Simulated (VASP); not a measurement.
Write the native input for VASP 6.6.1 that does the following.

```yaml
Task: relaxation of cell and atoms
Functional: PBE
Potentials_or_basis: VASP PAW PBE potentials, release 64 (C, O)
Cutoff: 600 eV
k_mesh: 4 × 4 × 4
Occupations: gaussian, width 0.02 eV
Spin: no spin polarisation
Dipole_correction: no
Further_INCAR_settings: ALGO = Normal; EDIFF = 1e-07; IBRION = 2; EDIFFG = -0.01; NSW = 100; ISIF = 3
```

The structure of CO lies in POSCAR:

```
CO
1.0
    6.0978309349      0.0000000000      0.0000000000
    0.0000000000      6.0978309349      0.0000000000
    0.0000000000      0.0000000000      6.0978309349
C O
4 4
Direct
    0.9661477803      0.9661477803      0.9661477803
    0.5338522197      0.0338522197      0.4661477803
    0.4661477803      0.5338522197      0.0338522197
    0.0338522197      0.4661477803      0.5338522197
    0.0736114394      0.0736114394      0.0736114394
    0.4263885606      0.9263885606      0.5736114394
    0.5736114394      0.4263885606      0.9263885606
    0.9263885606      0.5736114394      0.4263885606
```

One way to write it, as run:

INCAR

```
PREC = Accurate
ENCUT = 600
EDIFF = 1E-7
ISMEAR = 0
SIGMA = 0.02
LREAL = F
LASPH = T
NELM = 120
ALGO = Normal
ISIF = 3
LWAVE = F
LCHARG = F
GGA = PE
IBRION = 2
NSW = 100
EDIFFG = -0.01
GGA_COMPAT = F
NELMIN = 4
```

KPOINTS

```
regular mesh
0
Gamma
  4 4 4
```

Potentials or basis: VASP PAW PBE potentials, release 64 (C, O).

Run with:

```bash
$ cat potpaw_PBE.64/C/POTCAR potpaw_PBE.64/O/POTCAR > POTCAR
$ mpirun -np 1 vasp_std > vasp.out
```

It gave:

| Property | Result |
| --- | --- |
| Relaxed volume | 24.92 Å³/atom |
| Relaxed cell | a = 5.842 Å, b = 5.842 Å, c = 5.842 Å, α = 90.00°, β = 90.00°, γ = 90.00° |
| Space group after relaxing (to 0.1 Å) | P2_13 (No. 198) |
| Energy gained by relaxing | 3.5 meV/atom |
| Ionic steps | 16 |
| Pressure after relaxing | 0.0 GPa |
| Largest force after relaxing | 0.008 eV/Å |
| Band gap on the k mesh | 6.11 eV |

Caveat: this functional lacks dispersion, which holds the molecules together, so the pressure and a relaxed volume are unreliable.

It took 22 min on 1 thread of Intel Xeon 8259CL, with other jobs on the host, peak memory 0.38 GiB.
